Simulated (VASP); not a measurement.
Write the native input for VASP 6.6.1 that does the following.

* Task: single point
* Functional: PBE
* Potentials or basis: VASP PAW PBE potentials, release 64 (B, N)
* Cutoff: 520 eV
* k mesh: 6 × 6 × 10
* Occupations: gaussian, width 0.05 eV
* Spin: no spin polarisation
* Dipole correction: no
* Further INCAR settings: ALGO = Normal; EDIFF = 1e-06; NBANDS = 26

The structure of BN lies in POSCAR:

```
BN
1.0
    4.5554000000      0.0000000000      0.0000000000
    0.0000000000      4.5554000000      0.0000000000
    0.0000000000      0.0000000000      2.5491935092
B N
4 4
Direct
    0.1742811368      0.8257188632      0.5000000000
    0.3257188632      0.3257188632      0.0000000000
    0.6742811368      0.6742811368      0.0000000000
    0.8257188632      0.1742811368      0.5000000000
    0.8126115048      0.8126115048      0.5000000000
    0.3126115048      0.6873884952      0.0000000000
    0.6873884952      0.3126115048      0.0000000000
    0.1873884952      0.1873884952      0.5000000000
```

These files were run (other wordings do the same):

INCAR

```
SYSTEM = BN
PREC = Accurate ; ENCUT = 520
EDIFF = 1E-6 ; ISMEAR = 0
SIGMA = 0.05 ; LREAL = .False.
LASPH = .True. ; NELM = 80
ALGO = Normal ; ISIF = 2
LWAVE = .False. ; LCHARG = .False.
GGA = PE ; NBANDS = 26
```

KPOINTS

```
regular mesh
0
Gamma
  6 6 10
  0 0 0
```

Potentials or basis: VASP PAW PBE potentials, release 64 (B, N).

The run is started by

```bash
$ cat potpaw_PBE.64/B/POTCAR potpaw_PBE.64/N/POTCAR > POTCAR
$ mpirun -np 1 vasp_std > vasp.out
```

Results of the run:

| Quantity | Value |
| --- | --- |
| Pressure | -17.4 GPa |
| Largest force | 0.270 eV/Å |
| Band gap on the k mesh | 4.88 eV, indirect (least direct gap 5.93 eV) |

It took 32 s on 1 thread of Intel(R) Xeon(R) Platinum 8559C (Emerald Rapids), with other jobs on the host, peak memory 0.2 GiB.
